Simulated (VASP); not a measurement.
Set up this calculation in VASP 6.6.1, as the native input.

| Quantity | Value |
| --- | --- |
| Task | relaxation of cell and atoms |
| Functional | PBE |
| Dispersion | D3(BJ) |
| Potentials or basis | VASP PAW PBE potentials, release 64 (Cu) |
| Cutoff | 600 eV |
| k mesh | 20 × 20 × 20 |
| Occupations | gaussian, width 0.1 eV |
| Spin | no spin polarisation |
| Dipole correction | no |
| Further INCAR settings | ALGO = Normal; EDIFF = 1e-07; IBRION = 2; EDIFFG = -0.005; NSW = 70; ISIF = 3 |

The structure of Cu lies in POSCAR:

```
Cu
1.0
    0.0000000000      1.8148741276      1.8148741276
    1.8148741276      0.0000000000      1.8148741276
    1.8148741276      1.8148741276      0.0000000000
Cu
1
Direct
    0.0000000000      0.0000000000      0.0000000000
```

The input as run:

INCAR

```
PREC = Accurate
ENCUT = 600
EDIFF = 1E-7
ISMEAR = 0
SIGMA = 0.1
LREAL = False
LASPH = True
NELM = 120
ALGO = Normal
ISIF = 3
LWAVE = False
LCHARG = False
GGA = PE
IVDW = 12
IBRION = 2
NSW = 70
EDIFFG = -0.005
GGA_COMPAT = False
NELMIN = 4
```

KPOINTS

```
Automatic mesh
0
Gamma
  20 20 20
```

Potentials or basis: VASP PAW PBE potentials, release 64 (Cu).

Run with:

```bash
$ cat potpaw_PBE.64/Cu/POTCAR > POTCAR
$ mpirun -np 1 vasp_std > vasp.out
```

Results of the run:

| Quantity | Value |
| --- | --- |
| Relaxed volume | 11.35 Å³/atom |
| Relaxed cell | a = 2.522 Å, b = 2.522 Å, c = 2.522 Å, α = 60.00°, β = 60.00°, γ = 60.00° |
| Space group after relaxing (to 0.05 Å) | Fm-3m (No. 225) |
| Energy gained by relaxing | 14.9 meV/atom |
| Ionic steps | 3 |
| Pressure after relaxing | 0.0 GPa |
| Dispersion energy per atom | -0.608 eV |

Caveat: pairwise dispersion overbinds metals, which lowers pressure and volume.

It took 100 s on 1 thread of AMD EPYC 7R13 Processor (Zen 3), with other jobs on the host, peak memory 0.15 GiB.
